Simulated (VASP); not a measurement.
Runs of VASP 6.6.1 on HfN. The structure is that of space group F-43m (No. 216), or close to it. The cells are those of the table. 

| task | level | potentials or basis | cell | cutoff (eV) | gap on the mesh (eV) | pressure (GPa) | relaxed volume (Å³/atom) |
| --- | --- | --- | --- | --- | --- | --- | --- |
| single point | PBEsol | VASP PAW PBE potentials, release 64 (Hf_pv, N) | a = 3.442 Å, angles 60.0°, 2 atoms | 520 | none | (a) | - |
| single point | LDA | VASP PAW LDA potentials, release 64 (Hf_pv, N) | a = 3.414 Å, angles 60.0°, 2 atoms | 520 | none | -0.1 | - |
| relaxation of cell and atoms | BLYP+D3(BJ) | VASP PAW PBE potentials, release 64 (Hf_pv, N) | relaxed from a = 3.472 Å, angles 60.0°, 2 atoms | 600 | none | 0.0 | 14.60 |
| single point | BLYP+D3(BJ) | VASP PAW PBE potentials, release 64 (Hf_pv, N) | a = 3.460 Å, angles 60.0°, 2 atoms | 520 | none | (b) | - |
| relaxation of cell and atoms | PBEsol | VASP PAW PBE potentials, release 64 (Hf_pv, N) | relaxed from a = 3.472 Å, angles 60.0°, 2 atoms | 600 | none | -0.1 | 14.35 |
| relaxation of cell and atoms | LDA | VASP PAW LDA potentials, release 64 (Hf_pv, N) | relaxed from a = 3.472 Å, angles 60.0°, 2 atoms | 600 | none | -0.3 | 14.08 |

Alike in all rows: no spin polarisation; k mesh 11 × 11 × 11; smearing methfessel-paxton 0.1 eV.

Estimate the missing entries.

(a) -0.8; (b) -0.4.

Caveats: spin-orbit coupling is left out, which moves the levels of the heavy elements; the PAW data sets were made with another functional, which shifts forces and pressure a little (some runs); pairwise dispersion overbinds metals, which lowers pressure and volume (some runs).

A k mesh can miss the band edges, and the runs leave out spin-orbit coupling on Hf.

A gap of «none» marks levels without a gap at the run's occupations.
